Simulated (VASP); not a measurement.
# Sn (Immm) in VASP: a series of runs

Aim: see how the results for Sn move with the level of theory and the settings. Levels: r2SCANh, HSE06. Tasks: single point.

All numbers are computed with VASP 6.6.1; they aren't measurements. Logs are shortened: lines on timing, memory, paths and dates and some standing lists are left out, and cuts for length are marked.

## 1. The cell of the first run

It takes space group Immm (No. 71, orthorhombic). The conventional cell has a = 3.453 Å, b = 3.551 Å, c = 4.677 Å, α = 90.00°, β = 90.00°, γ = 90.00°. Within 4.7 Å of Sn (site symmetry mmm) lie 14 Sn at 3.41 to 4.68 Å.

## 2. Single point, r2SCANh

Input file POSCAR:

```
Sn
1.0
   -1.7265390000      1.7755470000      2.3383420000
    1.7265390000     -1.7755470000      2.3383420000
    1.7265390000      1.7755470000     -2.3383420000
Sn
1
Direct
    0.0000000000      0.0000000000      0.0000000000
```

Input file INCAR.step1:

```
SYSTEM = Sn
PREC = Accurate ; ENCUT = 440
EDIFF = 1E-5 ; ISMEAR = -1
SIGMA = 0.05 ; LREAL = .False.
LASPH = .True. ; NELM = 120
ALGO = Normal ; ISIF = 2
LWAVE = .True. ; LCHARG = .False.
GGA = PE ; NBANDS = 13
GGA_COMPAT = .False.
```

Input file INCAR.step2:

```
SYSTEM = Sn
PREC = Accurate ; ENCUT = 440
EDIFF = 1E-6 ; ISMEAR = -1
SIGMA = 0.05 ; LREAL = .False.
LASPH = .True. ; NELM = 120
ALGO = Normal ; ISIF = 2
LWAVE = .False. ; LCHARG = .False.
METAGGA = R2SCAN ; LHFCALC = .True.
AEXX = 0.1 ; LMIXTAU = .True.
PRECFOCK = Normal ; ISTART = 1
NBANDS = 13 ; GGA_COMPAT = .False.
```

Input file KPOINTS:

```
Automatic mesh
0
Gamma
  6 6 6
  0 0 0
```

Potentials or basis: VASP PAW PBE potentials, release 64 (Sn_d).

Command:

```sh
$ cat potpaw_PBE.64/Sn_d/POTCAR > POTCAR
$ cp INCAR.step1 INCAR
$ mpirun -np 1 vasp_std > vasp.out
$ cp INCAR.step2 INCAR
$ mpirun -np 1 vasp_std > vasp.out
```

OUTCAR:

```text
SYSTEM = Sn
   PREC = Accurate
   ENCUT = 440
   EDIFF = 1E-6
   ISMEAR = -1
   LREAL = .False.
   LASPH = .True.
   NELM = 120
   ISIF = 2
   METAGGA = R2SCAN
   LHFCALC = .True.
   AEXX = 0.1
   PRECFOCK = Normal
   ISTART = 1

 ion  position               nearest neighbor table
   1  0.000  0.000  0.000-

  LATTYP: Found a body centered orthorhombic cell.
 ALAT       =     3.4530780000
 B/A-ratio  =     1.0283851103
 C/A-ratio  =     1.3543522620

  Lattice vectors:

 A1 = (  -1.7265390000,   1.7755470000,   2.3383420000)
 A2 = (   1.7265390000,  -1.7755470000,   2.3383420000)
 A3 = (   1.7265390000,   1.7755470000,  -2.3383420000)

Analysis of symmetry for initial positions (statically):
=====================================================================
 Subroutine PRICEL returns:
 Original cell was already a primitive cell.

 Routine SETGRP: Setting up the symmetry group for a
 body centered orthorhombic supercell.

 Subroutine GETGRP returns: Found  8 space group operations
 (whereof  8 operations were pure point group operations)
 out of a pool of  8 trial point group operations.

The static configuration has the point symmetry D_2h.

Analysis of symmetry for dynamics (positions and initial velocities):
=====================================================================
 Subroutine PRICEL returns:
 Original cell was already a primitive cell.

 Routine SETGRP: Setting up the symmetry group for a
 body centered orthorhombic supercell.

 Subroutine GETGRP returns: Found  8 space group operations
 (whereof  8 operations were pure point group operations)
 out of a pool of  8 trial point group operations.

The dynamic configuration has the point symmetry D_2h.

 Subroutine INISYM returns: Found  8 space group operations
 (whereof  8 operations are pure point group operations),
 and found     1 'primitive' translations

----------------------------------------------------------------------------------------

                                     Primitive cell

  volume of cell :      28.6732

  direct lattice vectors                    reciprocal lattice vectors
    -1.726539000  1.775547000  2.338342000     0.000000000  0.281603359  0.213826720
     1.726539000 -1.775547000  2.338342000     0.289596702  0.000000000  0.213826720
     1.726539000  1.775547000 -2.338342000     0.289596702  0.281603359  0.000000000

  length of vectors
     3.406075069  3.406075069  3.406075069     0.353584952  0.359983494  0.403938983

  position of ions in fractional coordinates (direct lattice)
     0.000000000  0.000000000  0.000000000

  ion indices of the primitive-cell ions
   primitive index   ion index
                 1           1

----------------------------------------------------------------------------------------

 KPOINTS: Automatic mesh

Automatic generation of k-mesh.
 Grid dimensions read from file:
 generate k-points for:    6    6    6

 Generating k-lattice:

  Cartesian coordinates                     Fractional coordinates (reciprocal lattice)
     0.000000000  0.046933893  0.035637787     0.166666667 -0.000000000  0.000000000
     0.048266117  0.000000000  0.035637787     0.000000000  0.166666667  0.000000000
     0.048266117  0.046933893  0.000000000     0.000000000 -0.000000000  0.166666667

  Length of vectors
     0.058930825  0.059997249  0.067323164

  Shift w.r.t. Gamma in fractional coordinates (k-lattice)
     0.000000000  0.000000000  0.000000000

 Subroutine IBZKPT returns following result:
 ===========================================

 Found     46 irreducible k-points:

 Following reciprocal coordinates:
            Coordinates               Weight
  0.000000  0.000000  0.000000      1.000000
  0.166667  0.000000 -0.000000      4.000000
  0.333333  0.000000  0.000000      4.000000
  0.500000  0.000000 -0.000000      2.000000
 -0.000000  0.166667  0.000000      4.000000
  0.166667  0.166667  0.000000      8.000000
[... 16 lines left out ...]
 -0.166667  0.166667  0.166667      2.000000
  0.166667  0.333333  0.166667      4.000000
 [... further k-points ...]
   k-points           NKPTS =     46   k-points in BZ     NKDIM =    216   number of bands    NBANDS=     13
   number of dos      NEDOS =    301   number of ions     NIONS =      1
   total plane-waves  NPLWV =  13824
   dimension x,y,z NGX =    24 NGY =   24 NGZ =   24
   dimension x,y,z NGXF=    48 NGYF=   48 NGZF=   48
   ions per type =               1
   NGX,Y,Z   is equivalent  to a cutoff of  11.71, 11.71, 11.71 a.u.
   NGXF,Y,Z  is equivalent  to a cutoff of  23.43, 23.43, 23.43 a.u.
 SYSTEM =  Sn
   PREC   = accura    normal or accurate (medium, high low for compatibility)
   ISTART =      1    job   : 0-new  1-cont  2-samecut
   ICHARG =      0    charge: 1-file 2-atom 10-const
   ISPIN  =      1    spin polarized calculation?
   LNONCOLLINEAR =      F non collinear calculations
   LSORBIT =      F    spin-orbit coupling
   LASPH  =      T    aspherical Exc in radial PAW
   ENCUT  =  440.0 eV  32.34 Ry    5.69 a.u.   5.83  5.83  5.83*2*pi/ulx,y,z
   NELM   =    120;   NELMIN=  2; NELMDL=  0     # of ELM steps
   EDIFF  = 0.1E-05   stopping-criterion for ELM
   LREAL  =      F    real-space projection
   EDIFFG = 0.1E-04   stopping-criterion for IOM
   NSW    =      0    number of steps for IOM
   IBRION =     -1    ionic relax: 0-MD 1-quasi-New 2-CG
   NFREE  =      0    steps in history (QN), initial steepest desc. (CG)
   ISIF   =      2    stress and relaxation
   ISYM   =      3    0-nonsym 1-usesym 2-fastsym
   POTIM  = 0.5000    time-step for ionic-motion
   TEBEG  =    0.0;   TEEND  =   0.0 temperature during run
   PSTRESS=    0.0 pullay stress
   NELECT =      14.0000    total number of electrons
   NUPDOWN=      -1.0000    fix difference up-down
   EMIN   =  10.00;   EMAX   =-10.00  energy-range for DOS
   EFERMI =   0.00;   METHOD = LEGACY
   ISMEAR =    -1;   SIGMA  =   0.05  broadening in eV -4-tet -1-fermi 0-gaus
   EFERMI_NEDOS =   21; number of points for ismear=-14 and -15
   IALGO  =     38    algorithm
   IMIX   =      1    mixing-type and parameters
     AMIX     =   0.40;   BMIX     =  1.00
     AMIX_MAG =   1.60;   BMIX_MAG =  1.00
  volume/ion in A,a.u.               =      28.67       193.50
  Fermi-wavevector in a.u.,A,eV,Ry     =   1.289116  2.436076 22.610433  1.661820
  Thomas-Fermi vector in A             =   2.421028
   LORBIT       =      0    0 simple, 1 ext, 2 COOP (PROOUT), +10 PAW based schemes
   METAGGA = R2SCAN    functional components
   LHFCALC =     T    Hartree Fock is set to
   PRECFOCK=normal    Normal, Fast or Accurate (Low or Medium for compatibility)
   ENCUT4O =  -1.0   cutoff for four orbital integrals eV
   NKREDX  =     1    reduce k-point grid by
   NKREDY  =     1    reduce k-point grid by
   NKREDZ  =     1    reduce k-point grid by
   AEXX    =    0.1000 exact exchange contribution
   HFSCREEN=    0.0000 screening length (either q_TF or 0.3 A-1)
   HFSCREENC=   0.0000 screening length for correlation (either q_TF or 0.3 A-1)
   ENCUTFOCK=  -1.0 apply spherical cutoff to Coloumb kernel
   IVDW    =     0    specifies the selected vdW correction
   LEPSILON=     F    determine dielectric tensor
   LRPA    =     F    only Hartree local field effects (RPA)
 non-spin polarized calculation
  energy-cutoff  :      440.00
  volume of cell :       28.67
 maximum number of plane-waves:       609
  NGX = 18; NGY = 18; NGZ = 18

 number of electron      13.9999998 magnetization

 Free energy of the ion-electron system (eV)
  ---------------------------------------------------
  ext. energy  EPLUGINS =         0.00000000
  ---------------------------------------------------
  free energy    TOTEN  =       -22.75540918 eV

  energy without entropy =      -22.75039119  energy(sigma->0) =      -22.75290018

 E-fermi :   7.5716     XC(G=0): -10.0194

 val. band max:        7.5322193791   @ k =  -0.3333  -0.1667   0.1667
 cond. band min:       7.7658726909   @ k =   0.3333   0.3333   0.1667
 fundamental gap:      0.2336533118
 Fermi energy:         7.5716119786

 k-point     1 :       0.0000    0.0000    0.0000
  band No.  band energies     occupation
      1     -15.8025      2.00000
      2     -15.7874      2.00000
      3     -15.7637      2.00000
      4     -15.7328      2.00000
      5     -15.6955      2.00000
      6      -4.5383      2.00000
      7      15.3413      0.00000
      8      15.4907      0.00000
      9      15.9578      0.00000
     10      19.1058      0.00000
     11      19.4592      0.00000
     12      20.0927      0.00000
     13      20.1860      0.00000

 k-point     2 :       0.1667    0.0000   -0.0000
  band No.  band energies     occupation
      1     -15.7918      2.00000
      2     -15.7742      2.00000
      3     -15.7605      2.00000
      4     -15.7211      2.00000
      5     -15.6959      2.00000
      6      -3.9477      2.00000
      7      11.1619      0.00000
      8      14.9829      0.00000
      9      15.0182      0.00000
     10      18.1105      0.00000
     11      20.7113      0.00000
     12      20.7568      0.00000
     13      21.6697      0.00000

 k-point     3 :       0.3333    0.0000    0.0000
  band No.  band energies     occupation
      1     -15.7853      2.00000
      2     -15.7802      2.00000
      3     -15.7629      2.00000
      4     -15.6746      2.00000
      5     -15.6648      2.00000
      6      -2.1948      2.00000
      7       5.7194      2.00000
      8      13.8295      0.00000
      9      14.4025      0.00000
     10      17.9227      0.00000
     11      19.1678      0.00000
     12      19.3060      0.00000
     13      20.7623      0.00000
[... 305 lines left out ...]
 k-point    23 :      -0.1667    0.1667    0.1667
  band No.  band energies     occupation
      1     -15.7797      2.00000
      2     -15.7537      2.00000
      3     -15.7407      2.00000
      4     -15.7402      2.00000
      5     -15.6736      2.00000
      6      -2.9403      2.00000
      7      10.1038      0.00000
      8      10.7390      0.00000
      9      14.4418      0.00000
     10      18.0359      0.00000
     11      19.1843      0.00000
     12      19.9617      0.00000
     13      20.5500      0.00000

 k-point    24 :       0.1667    0.3333    0.1667
  band No.  band energies     occupation
      1     -15.7879      2.00000
      2     -15.7568      2.00000
      3     -15.7041      2.00000
      4     -15.6991      2.00000
      5     -15.6458      2.00000
      6       1.3854      2.00000
      7       4.0523      2.00000
      8       7.1606      1.99946
      9       9.1644      0.00000
     10      18.7302      0.00000
     11      20.6538      0.00000
     12      23.5715      0.00000
     13      24.0651      0.00000

 [... further k-points ...]

------------------------ aborting loop because EDIFF is reached ----------------------------------------

  FORCE on cell =-STRESS in cart. coord.  units (eV):
  Direction    XX          YY          ZZ          XY          YZ          ZX
  --------------------------------------------------------------------------------------
  -------------------------------------------------------------------------------------
  Total       -0.4687578      0.2248068     -0.4259958     -0.0000000      0.0000000      0.0000000
  in kB      -26.1928334     12.5615581    -23.8034162     -0.0000000      0.0000000      0.0000000
  external PRESSURE =     -12.4782305 kB  Pullay stress =       0.0000000 kB

 VOLUME and BASIS-vectors are now :
 -----------------------------------------------------------------------------
  energy-cutoff  :      440.00
  volume of cell :       28.67
      direct lattice vectors                 reciprocal lattice vectors
    -1.726539000  1.775547000  2.338342000     0.000000000  0.281603359  0.213826720
     1.726539000 -1.775547000  2.338342000     0.289596702  0.000000000  0.213826720
     1.726539000  1.775547000 -2.338342000     0.289596702  0.281603359  0.000000000

 POSITION                                       TOTAL-FORCE (eV/Angst)
 -----------------------------------------------------------------------------------
      0.00000      0.00000      0.00000         0.000000      0.000000      0.000000
 -----------------------------------------------------------------------------------
    total drift:                               -0.000000     -0.000000     -0.000000

  FREE ENERGIE OF THE ION-ELECTRON SYSTEM (eV)
  ---------------------------------------------------
  free  energy   TOTEN  =       -22.7554091831 eV

  energy  without entropy=      -22.7503911855  energy(sigma->0) =      -22.75290018
```

Run time: 49 min. Hardware: 1 thread of Intel Xeon Platinum 8259CL at 2.50GHz (Skylake/Cascade Lake), shared host; peak memory 0.17 GiB.

Results:

```yaml
Free_energy: -22.7554 eV
Pressure: -1.2 GPa
Band_gap_on_the_k_mesh: zero (bands 7 and 8 overlap by 10.18 eV)
```

Caveat: the k points lie up to 0.38 Å⁻¹ apart, too coarse for converged energies and pressures of a metal; the PAW data sets were made with another functional, which shifts forces and pressure a little; spin-orbit coupling is left out, which moves the levels of the heavy elements.

[end of part 1 of 2]
